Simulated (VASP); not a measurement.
# PbS: relaxation of cell and atoms with LDA

The system is PbS.

```
Pb S
1.0
     4.08970    0.00000    0.00000
    -2.04485    3.54178    0.00000
     0.00000    0.00000    3.78817
Pb S
1 1
Direct
  0.00000 0.00000 0.00000
  0.66667 0.33333 0.50000
```

- Program: VASP 6.6.1
- Task: relaxation of cell and atoms
- Functional: LDA
- Potentials or basis: VASP PAW LDA potentials, release 64 (Pb_d, S)
- Cutoff: 600 eV
- k mesh: 6 × 6 × 6
- Occupations: fermi-dirac, width 0.05 eV
- Spin: no spin polarisation
- Dipole correction: no
- Further INCAR settings: ALGO = Normal; EDIFF = 1e-07; IBRION = 2; EDIFFG = -0.01; NSW = 80; ISIF = 3

```
Relaxed volume                        : 25.08 Å³/atom
Relaxed cell                          : a = 3.942 Å, b = 3.942 Å, c = 3.727 Å, α = 90.00°, β = 90.00°, γ = 120.00°
Space group after relaxing (to 0.1 Å) : P-6m2 (No. 187)
Energy gained by relaxing             : 34.3 meV/atom
Ionic steps                           : 5
Pressure after relaxing               : 0.0 GPa
Band gap on the k mesh                : zero (bands 10 and 11 overlap by 1.13 eV)
```

The path:
```
step  energy change (eV)  largest force (eV/Å)  pressure (GPa)  volume (Å³)
   1              0.0000                0.0000           -4.43        54.87
   2             -0.0565                0.0000            1.90        49.06
   3             -0.0648                0.0000           -0.05        50.50
   4             -0.0677                0.0000           -0.03        50.34
   5             -0.0687                0.0000           -0.01        50.16
```

Final structure:
```xyz
2
Lattice="3.9418 0.0000 0.0000 -1.9709 3.4137 0.0000 0.0000 0.0000 3.7275" Properties=species:S:1:pos:R:3 pbc="T T T"
Pb    0.0000    0.0000    0.0000
S     1.9709    1.1379    1.8637
```

Levels at points of the mesh, in eV from the Fermi level:
```
           k point  band 6  band 7  band 8  band 9  band 10  band 11  band 12  band 13  band 14
(0.00, 0.00, 0.00)  -13.88   -6.37   -2.75   -1.93    -1.93     3.45     3.45     4.82     6.78
(0.50, 0.00, 0.00)  -12.50   -8.91   -3.11   -2.06    -1.56     1.76     3.69     5.03     5.50
(0.00, 0.00, 0.50)  -12.56   -9.66   -1.32   -1.32     0.20     0.88     3.98     3.98     8.10
(0.50, 0.00, 0.50)  -11.70   -7.69   -4.73   -4.67    -1.69     1.92     2.65     2.65     8.44
```

Wall time 52 s on 1 thread of Intel(R) Xeon(R) Platinum 8488C (Sapphire Rapids), on a shared host, peak memory 0.19 GiB.

Caveat: spin-orbit coupling is left out, which moves the levels of the heavy elements.
